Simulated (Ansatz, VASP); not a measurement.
One calculation of WSe2, two programs

Contents of INCAR:

```
PREC = Accurate ; ENCUT = 520
EDIFF = 1E-6 ; ISMEAR = 0
SIGMA = 0.05 ; LREAL = False
LASPH = True ; NELM = 80
ALGO = Normal ; ISIF = 2
LWAVE = False ; LCHARG = False
LDIPOL = True ; IDIPOL = 3
DIPOL = 0.5 0.5 0.389 ; GGA = PE
IVDW = 12 ; NBANDS = 35
```

Contents of KPOINTS:

```
Automatic mesh
0
Gamma
  9 9 1
```

The input POSCAR:

```
WSe2
1.0
    3.2854927591      0.0000000000      0.0000000000
   -1.6427463796      2.8453201933      0.0000000000
    0.0000000000      0.0000000000     24.2386469112
Se W
4 2
Direct
    0.3333333333      0.6666666667      0.1856539277
    0.3333333333      0.6666666667      0.3246601794
    0.3333333333      0.8333333333      0.4529676717
    0.3333333333      0.8333333333      0.5919739235
    0.6666666667      0.3333333333      0.2551570535
    0.0000000000      1.1666666667      0.5224707976
```

Input for Ansatz:

```yaml
crystal:
  lattice:
    - [3.2854927591, 0.0, 0.0]
    - [-1.6427463796, 2.8453201933, 0.0]
    - [0.0, 0.0, 24.2386469112]
  atoms:
    - { symbol: Se, position: [0.3333333333, 0.6666666667, 0.1856539277] }
    - { symbol: W, position: [0.6666666667, 0.3333333333, 0.2551570535] }
    - { symbol: Se, position: [0.3333333333, 0.6666666667, 0.3246601794] }
    - { symbol: Se, position: [0.3333333333, 0.8333333333, 0.4529676717] }
    - { symbol: W, position: [0.0, 1.1666666667, 0.5224707976] }
    - { symbol: Se, position: [0.3333333333, 0.8333333333, 0.5919739235] }
basis:
  ecutwfc: 420
kpoints:
  mp_grid: { grid: [9, 9, 1] }
hamiltonian:
  xc: pbe
  pseudopotentials: { kind: paw, azcp: { folder: soft_1 } }
  dispersion: d3bj
scf:
  occupations: { method: gaussian, width: 0.05 }
output:
  forces: true
  eigenvalues: true
efield:
  axis: 3
  dipole_correction: true
  ramp_width: 0.04
```

Alike in both runs: task single point; functional PBE; dispersion D3(BJ); k mesh 9 × 9 × 1; occupations gaussian, width 0.05 eV; no spin polarisation.

|  | VASP | Ansatz |
| --- | --- | --- |
| version | VASP 6.6.1 | Ansatz 0.2.0 |
| potentials or method | VASP PAW PBE potentials, release 64 (Se, W_sv), cutoff 520 eV | scalar-relativistic, plane waves, PAW |
| valence electrons in the cell | 52 | 92 |

VASP gave:

```
gap on the k mesh at the Fermi level (eV) : 1.27
least direct gap on the mesh (eV)         : 1.66
rms of the force components (eV/Å)        : 0.123
```

Which values does Ansatz return?

gap on the k mesh at the Fermi level (eV): 1.27; least direct gap on the mesh (eV): 1.66; rms of the force components (eV/Å): 0.137.

VASP's potentials hold 52 valence electrons a cell and Ansatz's 92, so a difference there can come from the potentials and not from the codes.

Neither program's run includes spin-orbit coupling.
